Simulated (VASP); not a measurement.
Write the native input for VASP 6.6.1 that does the following.

- Task: single point
- Functional: r2SCAN
- Potentials or basis: VASP PAW PBE potentials, release 64 (Si, C)
- Cutoff: 520 eV
- k mesh: 12 × 12 × 12
- Occupations: gaussian, width 0.05 eV
- Spin: no spin polarisation
- Dipole correction: no
- Further INCAR settings: ALGO = Normal; EDIFF = 1e-07; NBANDS = 11

Crystal: SiC.

```xyz
2
Lattice="0.0000 2.4404 1.7253 2.4404 0.0000 1.7253 2.4404 2.4404 0.0000" Properties=species:S:1:pos:R:3 pbc="T T T"
Si    0.0000    0.0000    0.0000
C     3.6605    3.6605    2.5880
```

This cell differs from its parent crystal: ratio of the length along z to the lengths across it x 0.707, volume and fractional coordinates fixed.

One way to write it, as run:

POSCAR

```
SiC
1.0
    0.0000000000      2.4403553397      1.7253312252
    2.4403553397      0.0000000000      1.7253312252
    2.4403553397      2.4403553397      0.0000000000
Si C
1 1
Direct
    0.0000000000      0.0000000000      0.0000000000
    0.7500000000      0.7500000000      0.7500000000
```

INCAR.step1

```
PREC = Accurate ; ENCUT = 520
ISMEAR = 0 ; SIGMA = 0.05
LREAL = F ; LASPH = T
NELM = 80 ; NBANDS = 11
GGA = PE ; ALGO = Normal
EDIFF = 1E-4 ; LWAVE = T
LCHARG = F
```

INCAR.step2

```
PREC = Accurate ; ENCUT = 520
EDIFF = 1E-7 ; ISMEAR = 0
SIGMA = 0.05 ; LREAL = F
LASPH = T ; NELM = 80
ALGO = Normal ; ISIF = 2
LWAVE = F ; LCHARG = F
METAGGA = R2SCAN ; LMIXTAU = T
NBANDS = 11 ; ISTART = 1
```

KPOINTS

```
regular mesh
0
Gamma
  12 12 12
```

Potentials or basis: VASP PAW PBE potentials, release 64 (Si, C).

Command:

```console
$ cat potpaw_PBE.64/Si/POTCAR potpaw_PBE.64/C/POTCAR > POTCAR
$ cp INCAR.step1 INCAR
$ mpirun -np 1 vasp_std > vasp.out
$ cp INCAR.step2 INCAR
$ mpirun -np 1 vasp_std > vasp.out
```

It gave:

The pressure is -8.0 GPa and the band gap on the k mesh is zero (bands 4 and 5 overlap by 0.94 eV).

Caveat: the stress differs along the axes, from -27 to 29 GPa; the PAW data sets were made with another functional, which shifts forces and pressure a little.

Wall time 54 s on 1 thread of Intel(R) Xeon(R) 6975P-C (Granite Rapids), on a shared host, peak memory 0.16 GiB.
